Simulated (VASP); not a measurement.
# Si62Sb (a cell with a defect) in VASP: further runs

The runs below take Si62Sb (a cell with a defect) through single point, with PBE+D3(BJ).

Everything below comes from runs of VASP 6.6.1. Logs are shortened: lines on timing, memory, paths and dates and some standing lists are left out, and cuts for length are marked.

## 1. The cell of the first run

The cell holds a defect, 63 atoms: a = 10.860 Å, b = 10.860 Å, c = 10.860 Å, α = 90.00°, β = 90.00°, γ = 90.00°.

## 2. Single point, PBE+D3(BJ)

The input, INCAR:

```
SYSTEM = Si62Sb
  PREC = Accurate
  ENCUT = 520
  EDIFF = 1E-6
  ISMEAR = -1
  SIGMA = 0.05
  LREAL = Auto
  LASPH = .TRUE.
  NELM = 60
  ALGO = Normal
  ISIF = 2
  LWAVE = .FALSE.
  LCHARG = .FALSE.
  GGA = PE
  IVDW = 12
  NBANDS = 164
  NELECT = 252.0
```

The input, KPOINTS:

```
Automatic mesh
0
G
  1 1 1
  0 0 0
```

The input, POSCAR:

```
Si62Sb
1.0
   10.8600000000      0.0000000000      0.0000000000
    0.0000000000     10.8600000000      0.0000000000
    0.0000000000      0.0000000000     10.8600000000
Si Sb
62 1
Direct
    0.5035494475      0.0036732044     -0.0036897790
    0.6248026703      0.1273966851      0.1234681400
    0.7504644567      0.2520585635     -0.0002888582
    0.8759200737      0.3744646409      0.1256163904
    0.7483498158      0.0004625230      0.2468421731
    0.8739133517      0.1244289134      0.3757576427
   -0.0010412523      0.0011828729     -0.0011744936
    0.1251476980      0.1248904236      0.1227179558
    0.2489771639      0.2509992634     -0.0011580110
    0.3741148250      0.3749969613      0.1239755985
    0.4969223757      0.5016549724     -0.0004253223
    0.6298101289      0.6201992634      0.1194963168
    0.7483582873      0.7532633517     -0.0004029466
    0.8750677716      0.8760269797      0.1240636280
    0.2467469613      0.0034453039      0.2533453039
    0.3737477901      0.1273957643      0.3745469613
    0.4994471455      0.2510390424      0.2491856354
    0.6244978821      0.3753148250      0.3743218232
    0.7496352670      0.5004864641      0.2505697974
    0.8747089319      0.6257122468      0.3743362799
    0.4969384899      0.0004706262      0.4983121547
    0.6260057090      0.1244854512      0.6236048803
    0.7493500921      0.2508653775      0.4990361878
    0.8747961326      0.3753906998      0.6246151934
    0.7504582873      0.0003094843      0.7479966851
    0.8741853591      0.1258387661      0.8741834254
   -0.0015768877      0.4998720994     -0.0002480663
    0.1229725599      0.6254950276      0.1237034070
    0.2467001842      0.7466760589     -0.0034866483
    0.0005881215      0.2496540516      0.2500802026
    0.1257486188      0.3763887661      0.3757893186
    0.2499188766      0.5017829650      0.2468856354
    0.3702282689      0.6205390424      0.3794665746
    0.6298411602      0.8804877532      0.3798542357
   -0.0015633517      0.0003069061      0.5001249540
    0.1244988950      0.1257598527      0.6240589319
    0.2498944751      0.2519627993      0.5002139042
    0.3759448435      0.3743952118      0.6255583794
    0.5008595764      0.5005430939      0.4994805709
    0.6245400552      0.6256928177      0.6246865562
    0.7497245856      0.7495395948      0.4996436464
    0.8760127072      0.8744249540      0.6256050645
    0.2490138122      0.0010677716      0.7489652855
    0.3729163904      0.1251366483      0.8748285451
    0.5004017495      0.2497028545      0.7503036832
    0.6260020258      0.3764333333      0.8755341621
    0.7493511971      0.5009865562      0.7491553407
    0.8738927256      0.6242606814      0.8756479742
   -0.0008932781      0.7507212707      0.2492872928
    0.1229661142      0.8762837017      0.3745441989
   -0.0007571823      0.5009236648      0.4990467772
    0.1257948435      0.6241133517      0.6236162983
    0.2498899632      0.7530689687      0.4982714549
    0.3741683241      0.8759979742      0.6249551565
   -0.0004516575      0.2506922652      0.7492713628
    0.1244495396      0.3759532228      0.8742119705
    0.2499483425      0.4997168508      0.7480365562
    0.3737236648      0.6254121547      0.8726529466
    0.4994407919      0.7507615101      0.7489836096
    0.6247929098      0.8765165746      0.8725583794
    0.0005872007      0.7498013812      0.7503686004
    0.1250916206      0.8772499079      0.8750480663
    0.4036226519      0.8468682320      0.1531019337
```

Potentials or basis: VASP PAW PBE potentials, release 64 (Si, Sb).

Launch:

```
$ cat potpaw_PBE.64/Si/POTCAR potpaw_PBE.64/Sb/POTCAR > POTCAR
$ mpirun -np 1 vasp_gam > vasp.out
```

OUTCAR:

```text
SYSTEM = Si62Sb
   PREC = Accurate
   ENCUT = 520
   EDIFF = 1E-6
   ISMEAR = -1
   LREAL = Auto
   LASPH = .TRUE.
   NELM = 60
   ISIF = 2
   GGA = PE
   IVDW = 12
   NELECT = 252.0
 IVDW          = 12

 ion  position               nearest neighbor table
   1  0.504  0.004  0.996-   2 2.33  60 2.33  44 2.34  63 2.64
   2  0.625  0.127  0.123-   1 2.33   5 2.34   3 2.35  17 2.35
   3  0.750  0.252  1.000-  46 2.34   4 2.34   2 2.35  26 2.35
   4  0.876  0.374  0.126-   3 2.34  27 2.34  30 2.34  19 2.37
   5  0.748  0.000  0.247-  34 2.33   2 2.34  14 2.34   6 2.37
   6  0.874  0.124  0.376-  35 2.34  23 2.35  30 2.37   5 2.37
   7  0.999  0.001  0.999-   8 2.34  62 2.34  26 2.35  14 2.35
   8  0.125  0.125  0.123-   7 2.34   9 2.34  15 2.34  30 2.36
   9  0.249  0.251  0.999-  44 2.34   8 2.34  56 2.35  10 2.35
  10  0.374  0.375  0.124-  11 2.34  32 2.34   9 2.35  17 2.35
  11  0.497  0.502  1.000-  12 2.33  10 2.34  58 2.34  46 2.37
  12  0.630  0.620  0.119-  19 2.33  11 2.33  13 2.33
  13  0.748  0.753  1.000-  12 2.33  60 2.34  14 2.34  48 2.37
  14  0.875  0.876  0.124-   5 2.34  13 2.34   7 2.35  49 2.35
  15  0.247  0.003  0.253-  50 2.33  16 2.33   8 2.34  63 2.64
  16  0.374  0.127  0.375-  15 2.33  21 2.34  37 2.35  17 2.35
  17  0.499  0.251  0.249-  18 2.35  10 2.35  16 2.35   2 2.35
  18  0.624  0.375  0.374-  23 2.35  39 2.35  19 2.35  17 2.35
[... 12 lines left out ...]
  31  0.126  0.376  0.376-  37 2.34  51 2.35  30 2.37  32 2.37
  32  0.250  0.502  0.247-  33 2.33  28 2.34  10 2.34  31 2.37
  33  0.370  0.621  0.379-  39 2.33  32 2.33  53 2.33
  34  0.630  0.880  0.380-  41 2.33  21 2.33   5 2.33
  35  0.998  0.000  0.500-   6 2.34  42 2.34  50 2.35  36 2.35
  36  0.124  0.126  0.624-  43 2.35  55 2.35  37 2.35  35 2.35
  37  0.250  0.252  0.500-  31 2.34  38 2.34  16 2.35  36 2.35
  38  0.376  0.374  0.626-  57 2.34  37 2.34  45 2.34  39 2.36
  39  0.501  0.501  0.499-  33 2.33  18 2.35  40 2.35  38 2.36
  40  0.625  0.626  0.625-  47 2.34  39 2.35  41 2.35  59 2.35
[... 20 lines left out ...]
  61  0.001  0.750  0.750-  42 2.34  62 2.36  48 2.37  52 2.37
  62  0.125  0.877  0.875-  43 2.34   7 2.34  29 2.34  61 2.36
  63  0.404  0.847  0.153-   1 2.64  15 2.64  29 2.64

  LATTYP: Found a simple cubic cell.
 ALAT       =    10.8600000000

  Lattice vectors:

 A1 = (  10.8600000000,   0.0000000000,   0.0000000000)
 A2 = (   0.0000000000,  10.8600000000,   0.0000000000)
 A3 = (   0.0000000000,   0.0000000000,  10.8600000000)

Analysis of symmetry for initial positions (statically):
=====================================================================
 Subroutine PRICEL returns:
 Original cell was already a primitive cell.

 Routine SETGRP: Setting up the symmetry group for a
 simple cubic supercell.

 Subroutine GETGRP returns: Found  1 space group operations
 (whereof  1 operations were pure point group operations)
 out of a pool of 48 trial point group operations.

The static configuration has the point symmetry C_1 .

Analysis of symmetry for dynamics (positions and initial velocities):
=====================================================================
 Subroutine PRICEL returns:
 Original cell was already a primitive cell.

 Routine SETGRP: Setting up the symmetry group for a
 simple cubic supercell.

 Subroutine GETGRP returns: Found  1 space group operations
 (whereof  1 operations were pure point group operations)
 out of a pool of 48 trial point group operations.

The dynamic configuration has the point symmetry C_1 .

 Subroutine INISYM returns: Found  1 space group operations
 (whereof  1 operations are pure point group operations),
 and found     1 'primitive' translations

----------------------------------------------------------------------------------------

                                     Primitive cell

  volume of cell :    1280.8241

  direct lattice vectors                    reciprocal lattice vectors
    10.860000000  0.000000000  0.000000000     0.092081031  0.000000000  0.000000000
     0.000000000 10.860000000  0.000000000     0.000000000  0.092081031  0.000000000
     0.000000000  0.000000000 10.860000000     0.000000000  0.000000000  0.092081031

  length of vectors
    10.860000000 10.860000000 10.860000000     0.092081031  0.092081031  0.092081031

  position of ions in fractional coordinates (direct lattice)
     0.503549447  0.003673204  0.996310221
     0.624802670  0.127396685  0.123468140
     0.750464457  0.252058564  0.999711142
     0.875920074  0.374464641  0.125616390
     0.748349816  0.000462523  0.246842173
     0.873913352  0.124428913  0.375757643
[... 55 lines left out ...]
     0.125091621  0.877249908  0.875048066
     0.403622652  0.846868232  0.153101934

  ion indices of the primitive-cell ions
   primitive index   ion index
                 1           1
                 2           2
                 3           3
                 4           4
                 5           5
                 6           6
[... 55 lines left out ...]
                62          62
                63          63

----------------------------------------------------------------------------------------

 KPOINTS: Automatic mesh

Automatic generation of k-mesh.
 Grid dimensions read from file:
 generate k-points for:    1    1    1

 Generating k-lattice:

  Cartesian coordinates                     Fractional coordinates (reciprocal lattice)
     0.092081031  0.000000000  0.000000000     1.000000000  0.000000000  0.000000000
     0.000000000  0.092081031  0.000000000     0.000000000  1.000000000  0.000000000
     0.000000000  0.000000000  0.092081031     0.000000000  0.000000000  1.000000000

  Length of vectors
     0.092081031  0.092081031  0.092081031

  Shift w.r.t. Gamma in fractional coordinates (k-lattice)
     0.000000000  0.000000000  0.000000000

 Subroutine IBZKPT returns following result:
 ===========================================

 Found      1 irreducible k-points:

 Following reciprocal coordinates:
            Coordinates               Weight
  0.000000  0.000000  0.000000      1.000000
   k-points           NKPTS =      1   k-points in BZ     NKDIM =      1   number of bands    NBANDS=    164
   number of dos      NEDOS =    301   number of ions     NIONS =     63
   total plane-waves  NPLWV = 592704
   dimension x,y,z NGX =    84 NGY =   84 NGZ =   84
   dimension x,y,z NGXF=   168 NGYF=  168 NGZF=  168
   ions per type =              62   1
   NGX,Y,Z   is equivalent  to a cutoff of  12.86, 12.86, 12.86 a.u.
   NGXF,Y,Z  is equivalent  to a cutoff of  25.72, 25.72, 25.72 a.u.
 SYSTEM =  Si62Sb
   PREC   = accura    normal or accurate (medium, high low for compatibility)
   ISTART =      0    job   : 0-new  1-cont  2-samecut
   ICHARG =      2    charge: 1-file 2-atom 10-const
   ISPIN  =      1    spin polarized calculation?
   LNONCOLLINEAR =      F non collinear calculations
   LSORBIT =      F    spin-orbit coupling
   LASPH  =      T    aspherical Exc in radial PAW
   ENCUT  =  520.0 eV  38.22 Ry    6.18 a.u.  20.19 20.19 20.19*2*pi/ulx,y,z
   NELM   =     60;   NELMIN=  2; NELMDL= -5     # of ELM steps
   EDIFF  = 0.1E-05   stopping-criterion for ELM
   LREAL  =      T    real-space projection
   EDIFFG = 0.1E-04   stopping-criterion for IOM
   NSW    =      0    number of steps for IOM
   IBRION =     -1    ionic relax: 0-MD 1-quasi-New 2-CG
   NFREE  =      0    steps in history (QN), initial steepest desc. (CG)
   ISIF   =      2    stress and relaxation
   ISYM   =      2    0-nonsym 1-usesym 2-fastsym
   POTIM  = 0.5000    time-step for ionic-motion
   TEBEG  =    0.0;   TEEND  =   0.0 temperature during run
   PSTRESS=    0.0 pullay stress
   NELECT =     252.0000    total number of electrons
   NUPDOWN=      -1.0000    fix difference up-down
   EMIN   =  10.00;   EMAX   =-10.00  energy-range for DOS
   EFERMI =   0.00;   METHOD = LEGACY
   ISMEAR =    -1;   SIGMA  =   0.05  broadening in eV -4-tet -1-fermi 0-gaus
   EFERMI_NEDOS =   21; number of points for ismear=-14 and -15
   IALGO  =     38    algorithm
   IMIX   =      4    mixing-type and parameters
     AMIX     =   0.40;   BMIX     =  1.00
     AMIX_MAG =   1.60;   BMIX_MAG =  1.00
  volume/ion in A,a.u.               =      20.33       137.20
  Fermi-wavevector in a.u.,A,eV,Ry     =   0.952164  1.799329 12.335269  0.906617
  Thomas-Fermi vector in A             =   2.080702
   LORBIT       =      0    0 simple, 1 ext, 2 COOP (PROOUT), +10 PAW based schemes
   GGA     = PE    functional components
   LHFCALC =     F    Hartree Fock is set to
   AEXX    =    0.0000 exact exchange contribution
   IVDW    =    12    specifies the selected vdW correction
   LEPSILON=     F    determine dielectric tensor
   LRPA    =     F    only Hartree local field effects (RPA)
 non-spin polarized calculation
  energy-cutoff  :      520.00
  volume of cell :     1280.82
 maximum number of plane-waves:     17229
 NGX is ok and might be reduce to    84
   NGX = 41   NGY = 41   NGZ = 41

 number of electron     251.9999986 magnetization

 Free energy of the ion-electron system (eV)
  ---------------------------------------------------
  ext. energy  EPLUGINS =         0.00000000
  ---------------------------------------------------
  free energy    TOTEN  =      -337.29259784 eV

  energy without entropy =     -337.23033497  energy(sigma->0) =     -337.26146641

 E-fermi :   6.2509     XC(G=0):  -9.3499

 val. band max:        6.1243623945   @ k =   0.0000   0.0000   0.0000
 cond. band min:       6.4233116886   @ k =   0.0000   0.0000   0.0000
 fundamental gap:      0.2989492941
 Fermi energy:         6.2508836782

 k-point     1 :       0.0000    0.0000    0.0000
  band No.  band energies     occupation
      1      -6.1479      2.00000
      2      -5.1155      2.00000
      3      -5.0955      2.00000
      4      -5.0947      2.00000
      5      -5.0812      2.00000
      6      -5.0807      2.00000
[... 130 lines left out ...]
    137       7.0262      0.00000
    138       7.0665      0.00000
 [bands above 138 left out]

------------------------ aborting loop because EDIFF is reached ----------------------------------------

 Edisp (eV)  -20.13099

 E6    (eV) :   -11.7599

 E8    (eV) :    -8.3711

  FORCE on cell =-STRESS in cart. coord.  units (eV):
  Direction    XX          YY          ZZ          XY          YZ          ZX
  --------------------------------------------------------------------------------------
  -------------------------------------------------------------------------------------
  Total      -7.45721    -7.41180    -7.39943    -1.12996    -1.14503     1.15374
  in kB      -9.32819    -9.27139    -9.25592    -1.41346    -1.43232     1.44321
  external pressure =       -9.29 kB  Pullay stress =        0.00 kB

 VOLUME and BASIS-vectors are now :
 -----------------------------------------------------------------------------
  energy-cutoff  :      520.00
  volume of cell :     1280.82
      direct lattice vectors                 reciprocal lattice vectors
    10.860000000  0.000000000  0.000000000     0.092081031  0.000000000  0.000000000
     0.000000000 10.860000000  0.000000000     0.000000000  0.092081031  0.000000000
     0.000000000  0.000000000 10.860000000     0.000000000  0.000000000  0.092081031

 POSITION                                       TOTAL-FORCE (eV/Angst)
 -----------------------------------------------------------------------------------
      5.46855      0.03989     10.81993         0.013480      0.016823     -0.017419
      6.78536      1.38353      1.34086        -0.001637     -0.003005      0.001884
      8.15004      2.73736     10.85686        -0.003663     -0.004270     -0.000599
      9.51249      4.06669      1.36419        -0.000526     -0.001068     -0.001886
      8.12708      0.00502      2.68071         0.006152     -0.000382     -0.009964
      9.49070      1.35130      4.08073        -0.004774     -0.002307      0.011816
[... 55 lines left out ...]
      1.35849      9.52693      9.50302         0.001305      0.012893     -0.000938
      4.38334      9.19699      1.66269         0.021702     -0.023238      0.022323
 -----------------------------------------------------------------------------------
    total drift:                               -0.005491      0.003543     -0.004577

  FREE ENERGIE OF THE ION-ELECTRON SYSTEM (eV)
  ---------------------------------------------------
  free  energy   TOTEN  =      -357.4235855269 eV

  energy  without entropy=     -357.3613226572  energy(sigma->0) =     -357.39245409
```

Run time: 3.8 min. Hardware: 1 thread of Intel Xeon Platinum 8488C (Sapphire Rapids), shared host; peak memory 1 GiB.

Results:

```yaml
Free_energy: -357.4236 eV
Largest_force: 0.039 eV/Å
Dispersion_energy_per_atom: -0.320 eV
```

Forces in eV/Å, atoms in the order of the input:
```
Si   0.013  0.017 -0.017
Si  -0.002 -0.003  0.002
Si  -0.004 -0.004 -0.001
Si  -0.001 -0.001 -0.002
Si   0.006  0.000 -0.010
Si  -0.005 -0.002  0.012
Si  -0.004 -0.010  0.007
Si   0.001  0.003 -0.011
Si   0.006  0.012  0.004
Si  -0.001  0.007 -0.001
Si  -0.013  0.001 -0.008
Si   0.012 -0.005  0.010
Si   0.005  0.007 -0.002
Si  -0.009  0.000 -0.002
Si  -0.020  0.018  0.008
Si  -0.002 -0.007  0.000
Si   0.001 -0.006  0.003
Si   0.005  0.009 -0.001
Si   0.000  0.002 -0.001
Si  -0.009  0.001  0.002
Si  -0.012  0.007  0.003
Si   0.015 -0.006 -0.003
Si  -0.005  0.001 -0.001
Si   0.007 -0.005  0.005
Si   0.000  0.000  0.000
Si   0.001  0.002 -0.001
Si   0.000  0.004  0.001
Si   0.000 -0.004 -0.006
Si  -0.017 -0.007 -0.017
Si   0.007 -0.003 -0.003
Si   0.003  0.004  0.010
Si  -0.003 -0.002 -0.006
Si  -0.002 -0.009  0.010
Si   0.011 -0.008  0.005
Si   0.001 -0.004 -0.002
Si  -0.003  0.000 -0.001
Si   0.005 -0.002 -0.002
Si  -0.010 -0.001  0.001
Si   0.001  0.003 -0.003
Si   0.004  0.001 -0.007
Si  -0.004 -0.005 -0.009
Si  -0.002  0.004  0.004
Si   0.005  0.000 -0.011
Si  -0.014 -0.002  0.002
Si  -0.002 -0.001  0.002
Si   0.014  0.001  0.004
Si  -0.003  0.000  0.000
Si  -0.007 -0.014  0.003
Si   0.004  0.000  0.001
Si   0.002  0.006  0.003
Si   0.002  0.003 -0.002
Si  -0.001 -0.008 -0.002
Si  -0.001  0.008 -0.002
Si  -0.002 -0.001 -0.006
Si  -0.006  0.004 -0.002
Si  -0.002 -0.001  0.001
Si   0.003  0.003  0.003
Si   0.000  0.001  0.004
Si   0.000 -0.003  0.003
Si  -0.003 -0.001  0.009
Si   0.008  0.007 -0.001
Si   0.001  0.013 -0.001
Sb   0.022 -0.023  0.022
```

Levels at points of the mesh, in eV from the Fermi level:
```tsv
k point	band 124	band 125	band 126	band 127	band 128	band 129
(0.00, 0.00, 0.00)	-0.79	-0.79	-0.13	0.17	0.17	0.28
```

Caveat: the k points lie up to 0.58 Å⁻¹ apart; the cell carries a net charge on a neutralising background, which shifts energy and pressure; the cell is charged against a uniform background, so pressure and absolute levels hang on convention; spin-orbit coupling is left out, which moves the levels of the heavy elements.

[end of part 1 of 2]
